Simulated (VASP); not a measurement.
# B (R32) in VASP: relaxation of cell and atoms with PBE

Aim: the relaxation of cell and atoms of B with PBE.

Program: VASP 6.6.1. These are calculated values, not measurements. Logs are shortened: lines on timing, memory, paths and dates and some standing lists are left out, and cuts for length are marked.

## 1. The cell of the first run

Symmetry: R32, No. 155, trigonal system. The conventional cell has a = 5.014 Å, b = 5.014 Å, c = 3.591 Å, α = 90.00°, β = 90.00°, γ = 120.00°. Within 2.2 Å of B (site symmetry 2) lie 4 B at 1.65 to 1.76 Å.

The cell was generated, and may not be a known phase.

## 2. Relaxation of cell and atoms, PBE

Contents of INCAR:

```
SYSTEM = B
PREC = Accurate
ENCUT = 600
EDIFF = 1E-6
ISMEAR = 0
SIGMA = 0.1
LREAL = .FALSE.
LASPH = .TRUE.
NELM = 100
ALGO = Fast
ISIF = 3
LWAVE = .FALSE.
LCHARG = .FALSE.
GGA = PE
IBRION = 2
NSW = 100
EDIFFG = -0.01
```

Contents of KPOINTS:

```
regular mesh
0
G
  18 18 18
  0 0 0
```

Contents of POSCAR:

```
B
1.0
    2.5071101807      1.4474807377      1.1970776311
   -2.5071101807      1.4474807377      1.1970776311
    0.0000000000     -2.8949614754      1.1970776311
B
3
Direct
    0.0000000000      0.2020787640      0.7979212360
    0.7979212360      0.0000000000      0.2020787640
    0.2020787640      0.7979212360      0.0000000000
```

Potentials or basis: VASP PAW PBE potentials, release 64 (B).

Command:

```bash
$ cat potpaw_PBE.64/B/POTCAR > POTCAR
$ mpirun -np 1 vasp_std > vasp.out
```

OUTCAR:

```text
SYSTEM = B
   PREC = Accurate
   ENCUT = 600
   EDIFF = 1E-6
   ISMEAR = 0
   LREAL = .FALSE.
   LASPH = .TRUE.
   NELM = 100
   ISIF = 3
   GGA = PE
   IBRION = 2
   NSW = 100
   EDIFFG = -0.01

 ion  position               nearest neighbor table
   1  0.000  0.202  0.798-   2 1.65   3 1.65   2 1.76   3 1.76
   2  0.798  0.000  0.202-   1 1.65   3 1.65   1 1.76   3 1.76
   3  0.202  0.798  0.000-   2 1.65   1 1.65   2 1.76   1 1.76

  LATTYP: Found a trigonal (rhomboedric) cell.
 ALAT       =     3.1326980064
 COS(alpha) =    -0.2809724079

  Lattice vectors:

 A1 = (   2.5071101807,   1.4474807377,   1.1970776311)
 A2 = (  -2.5071101807,   1.4474807377,   1.1970776311)
 A3 = (   0.0000000000,  -2.8949614754,   1.1970776311)

Analysis of symmetry for initial positions (statically):
=====================================================================
 Subroutine PRICEL returns:
 Original cell was already a primitive cell.

 Routine SETGRP: Setting up the symmetry group for a
 trigonal (rhombohedral) supercell.

 Subroutine GETGRP returns: Found  6 space group operations
 (whereof  6 operations were pure point group operations)
 out of a pool of 12 trial point group operations.

The static configuration has the point symmetry D_3 .

Analysis of symmetry for dynamics (positions and initial velocities):
=====================================================================
 Subroutine PRICEL returns:
 Original cell was already a primitive cell.

 Routine SETGRP: Setting up the symmetry group for a
 trigonal (rhombohedral) supercell.

 Subroutine GETGRP returns: Found  6 space group operations
 (whereof  6 operations were pure point group operations)
 out of a pool of 12 trial point group operations.

The dynamic configuration has the point symmetry D_3 .

 Subroutine INISYM returns: Found  6 space group operations
 (whereof  6 operations are pure point group operations),
 and found     1 'primitive' translations

----------------------------------------------------------------------------------------

                                     Primitive cell

  volume of cell :      26.0651

  direct lattice vectors                    reciprocal lattice vectors
     2.507110181  1.447480738  1.197077631     0.199432799  0.115142580  0.278455904
    -2.507110181  1.447480738  1.197077631    -0.199432799  0.115142580  0.278455904
[... 104 lines left out ...]
   IALGO  =     68    algorithm
   IMIX   =      4    mixing-type and parameters
     AMIX     =   0.40;   BMIX     =  1.00
     AMIX_MAG =   1.60;   BMIX_MAG =  1.00
  volume/ion in A,a.u.               =       8.69        58.63
  Fermi-wavevector in a.u.,A,eV,Ry     =   1.148513  2.170374 17.947187  1.319081
  Thomas-Fermi vector in A             =   2.285187
   LORBIT       =      0    0 simple, 1 ext, 2 COOP (PROOUT), +10 PAW based schemes
   GGA     = PE    functional components
   LHFCALC =     F    Hartree Fock is set to
   AEXX    =    0.0000 exact exchange contribution
   IVDW    =     0    specifies the selected vdW correction
   LEPSILON=     F    determine dielectric tensor
   LRPA    =     F    only Hartree local field effects (RPA)
 conjugate gradient relaxation of ions
 non-spin polarized calculation
 RMM-DIIS sequential band-by-band and
 Gauss-broadening in eV      SIGMA  =   0.10
  energy-cutoff  :      600.00
  volume of cell :       26.07
 maximum number of plane-waves:       884
 NGX is ok and might be reduce to    28
   NGX = 13   NGY = 13   NGZ = 13

--------------------------------------- Ionic step        1  -------------------------------------------

 number of electron       9.0000000 magnetization

 Free energy of the ion-electron system (eV)
  ---------------------------------------------------
  ext. energy  EPLUGINS =         0.00000000
  ---------------------------------------------------
  free energy    TOTEN  =       -18.56806377 eV

  energy without entropy =      -18.56524526  energy(sigma->0) =      -18.56665451

------------------------ aborting loop because EDIFF is reached ----------------------------------------

  FORCE on cell =-STRESS in cart. coord.  units (eV):
  Direction    XX          YY          ZZ          XY          YZ          ZX
  --------------------------------------------------------------------------------------
  -------------------------------------------------------------------------------------
  Total       -0.0791535     -0.0791535      0.1397766      0.0000000      0.0000000      0.0000000
  in kB       -4.8654267     -4.8654267      8.5918246      0.0000000      0.0000000      0.0000000
  external PRESSURE =      -0.3796763 kB  Pullay stress =       0.0000000 kB
[... 172 lines left out ...]
--------------------------------------- Ionic step        6  -------------------------------------------

 number of electron       9.0000000 magnetization

 Free energy of the ion-electron system (eV)
  ---------------------------------------------------
  ext. energy  EPLUGINS =         0.00000000
  ---------------------------------------------------
  free energy    TOTEN  =       -18.56891949 eV

  energy without entropy =      -18.56599402  energy(sigma->0) =      -18.56745675

 E-fermi :   4.4854     XC(G=0): -10.7729

 val. band max:        4.4822285106   @ k =   0.3889   0.3333   0.2222
 cond. band min:       4.4922414641   @ k =  -0.2778   0.5000   0.1667
 fundamental gap:      0.0100129535
 Fermi energy:         4.4853690910

 k-point     1 :       0.0000    0.0000    0.0000
  band No.  band energies     occupation
      1      -9.5212      2.00000
      2       0.8831      2.00000
      3       2.6819      2.00000
      4       2.6819      2.00000
      5       5.6689      0.00000
      6       5.6689      0.00000
      7       6.8575      0.00000
      8      12.6960      0.00000
[... 243 lines left out ...]
 k-point    24 :      -0.2222    0.0556    0.0000
  band No.  band energies     occupation
      1      -8.9090      2.00000
      2      -0.6788      2.00000
      3       1.1158      2.00000
      4       2.4626      2.00000
      5       5.6464      0.00000
      6       6.3843      0.00000
      7       8.0801      0.00000
      8      12.0641      0.00000

 [... further k-points ...]

------------------------ aborting loop because EDIFF is reached ----------------------------------------

  FORCE on cell =-STRESS in cart. coord.  units (eV):
  Direction    XX          YY          ZZ          XY          YZ          ZX
  --------------------------------------------------------------------------------------
  -------------------------------------------------------------------------------------
  Total        0.0251436      0.0251436      0.0264140      0.0000000     -0.0000000      0.0000000
  in kB        1.5443076      1.5443076      1.6223366      0.0000000     -0.0000000      0.0000000
  external PRESSURE =       1.5703173 kB  Pullay stress =       0.0000000 kB
[... 18 lines left out ...]
  FREE ENERGIE OF THE ION-ELECTRON SYSTEM (eV)
  ---------------------------------------------------
  free  energy   TOTEN  =       -18.5689194910 eV

  energy  without entropy=      -18.5659940168  energy(sigma->0) =      -18.56745675

 reached required accuracy - stopping structural energy minimisation
```

Wall time 7.6 min (1 thread of Oxide Virtual Turin-like, shared host); peak memory 0.22 GiB.

Results:

```yaml
Free_energy: -18.5689 eV
Relaxed_volume: 8.70 Å³/atom
Relaxed_cell: a = 3.127 Å, b = 3.127 Å, c = 3.127 Å, α = 106.06°, β = 106.06°, γ = 106.06°
Space_group_after_relaxing_to_0.1_Å: R32 (No. 155)
Energy_gained_by_relaxing: 0.3 meV/atom
Ionic_steps: 6
Pressure_after_relaxing: 0.2 GPa
Band_gap_on_the_k_mesh: zero (an odd number of electrons rules out a gap without spin polarisation)
```

Step by step:
```csv
step,energy change (eV),largest force (eV/Å),pressure (GPa),volume (Å³)
1,0.0000,0.0007,-0.04,26.07
2,-0.0004,0.0473,0.08,26.06
3,-0.0004,0.0803,0.16,26.05
4,-0.0006,0.0593,0.19,26.06
5,-0.0008,0.0001,0.29,26.07
6,-0.0009,0.0001,0.16,26.09
```

Final structure:
```yaml
crystal:
  lattice:
    - [2.49832, 1.44240, 1.20647]
    - [-2.49832, 1.44240, 1.20647]
    - [0.00000, -2.88481, 1.20647]
  atoms:
    - { symbol: B, position: [0.00000, 0.20274, 0.79726] }
    - { symbol: B, position: [0.79726, 0.00000, 0.20274] }
    - { symbol: B, position: [0.20274, 0.79726, 0.00000] }
```

Levels at points of the mesh, in eV from the Fermi level:
```
           k point  band 1  band 2  band 3  band 4  band 5  band 6  band 7  band 8
(0.00, 0.00, 0.00)  -14.01   -3.60   -1.80   -1.80    1.18    1.18    2.37    8.21
(0.50, 0.00, 0.00)  -11.33   -9.13   -4.28   -2.76    1.72    2.33    5.45    8.01
(0.50, 0.50, 0.00)  -10.24   -9.11   -4.64   -2.57   -1.53    0.74    6.19    9.65
(0.50, 0.50, 0.50)   -8.60   -6.93   -6.93   -3.22   -3.22   -3.20    7.24   12.60
```
